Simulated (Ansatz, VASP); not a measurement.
Two plane-wave programs on HfO2

```
Hf O
1.0
    -1.99668    1.99668    5.26742
     1.99668   -1.99668    5.26742
     1.99668    1.99668   -5.26742
Hf O
2 4
Cartesian
  0.0000 0.0000 0.0000
  0.0000 1.9967 2.6337
  0.0000 1.9967 4.7633
  0.0000 0.0000 2.1296
  0.0000 1.9967 0.5041
  0.0000 0.0000 8.4052
```

Alike in both runs: functional r2SCAN; k mesh 8 × 8 × 8; occupations gaussian, width 0.1 eV; no spin polarisation.

Ansatz relaxed the structure, and its values are those at the end. VASP's run is a single point on that final structure, the one shown.

|  | VASP | Ansatz |
| --- | --- | --- |
| version | VASP 6.6.1 | Ansatz 0.2.0 |
| potentials or method | VASP PAW PBE potentials, release 64 (Hf_pv, O), cutoff 520 eV | scalar-relativistic, plane waves, PAW |
| valence electrons in the cell | 44 | 76 |

```csv
,VASP,Ansatz,Ansatz less VASP
gap on the k mesh at the Fermi level (eV),5.03,5.02,-0.008
least direct gap on the mesh (eV),5.28,5.28,-0.002
pressure (GPa),-2.7,0.1,+2.78
rms of the force components (eV/Å),0.019,0.006,-0.0136
```

VASP's potentials were made for PBE, not for r2SCAN. VASP's potentials hold 44 valence electrons a cell and Ansatz's 76, so a difference there can come from the potentials and not from the codes.

Spin-orbit coupling is off throughout.
